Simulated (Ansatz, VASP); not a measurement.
**Two plane-wave programs on AlN**

File INCAR:

```
ALGO = Normal ; EDIFF = 1E-7
ENCUT = 520 ; ISIF = 2
ISMEAR = 0 ; LASPH = True
LCHARG = True ; LELF = True
LREAL = False ; LVHAR = True
LWAVE = False ; NBANDS = 16
NELM = 100 ; PREC = Accurate
SIGMA = 0.05
```

The input KPOINTS:

```
k-points
0
Gamma
  9 9 6
```

POSCAR

```
AlN
1.0
    3.1110021516      0.0000000000      0.0000000000
   -1.5555010758      2.6942068945      0.0000000000
    0.0000000000      0.0000000000      4.8286600000
Al N
2 2
Direct
    0.3333333333      0.6666666667      0.0000000000
    0.6666666667      0.3333333333      0.5000000000
    0.3333333333      0.6666666667      0.3850000000
    0.6666666667      0.3333333333      0.8850000000
```

Input for Ansatz:

```yaml
crystal:
  lattice:
    - [3.1110021516, 0.0, 0.0]
    - [-1.5555010758, 2.6942068945, 0.0]
    - [0.0, 0.0, 4.82866]
  atoms:
    - { symbol: Al, position: [0.3333333333, 0.6666666667, 0.0] }
    - { symbol: Al, position: [0.6666666667, 0.3333333333, 0.5] }
    - { symbol: "N", position: [0.3333333333, 0.6666666667, 0.385] }
    - { symbol: "N", position: [0.6666666667, 0.3333333333, 0.885] }
basis:
  ecutwfc: 420
kpoints:
  mp_grid: { grid: [9, 9, 6] }
hamiltonian:
  xc: lda
scf:
  occupations: { method: gaussian, width: 0.05 }
output:
  forces: true
  stress: true
  eigenvalues: true
```

Change from the starting cell: strain +0.000 along x and y, -0.030 along z, atoms carried along.

Alike in both runs: task single point; functional LDA; k mesh 9 × 9 × 6; occupations gaussian, width 0.05 eV; no spin polarisation.

```csv
,VASP,Ansatz
version,VASP 6.6.1,Ansatz 0.2.0
potentials or method,"VASP PAW LDA potentials, release 64 (Al, N), cutoff 520 eV","scalar-relativistic, plane waves, PAW"
valence electrons in the cell,16,16
```

|  | VASP | Ansatz | Ansatz less VASP |
| --- | --- | --- | --- |
| gap on the k mesh at the Fermi level (eV) | 4.37 | 4.36 | -0.006 |
| least direct gap on the mesh (eV) | 4.37 | 4.36 | -0.006 |
| pressure (GPa) | 2.3 | 1.7 | -0.66 |
| traceless stress, the component that is largest in VASP (GPa) | 7.06 | 6.95 | -0.109 |
| rms of the force components (eV/Å) | 0.140 | 0.134 | -0.0067 |

LDA's correlation is that of Perdew and Zunger in VASP and of Perdew and Wang (1992) in Ansatz. Atom by atom the forces differ by 0.007 eV/Å (rms over components).
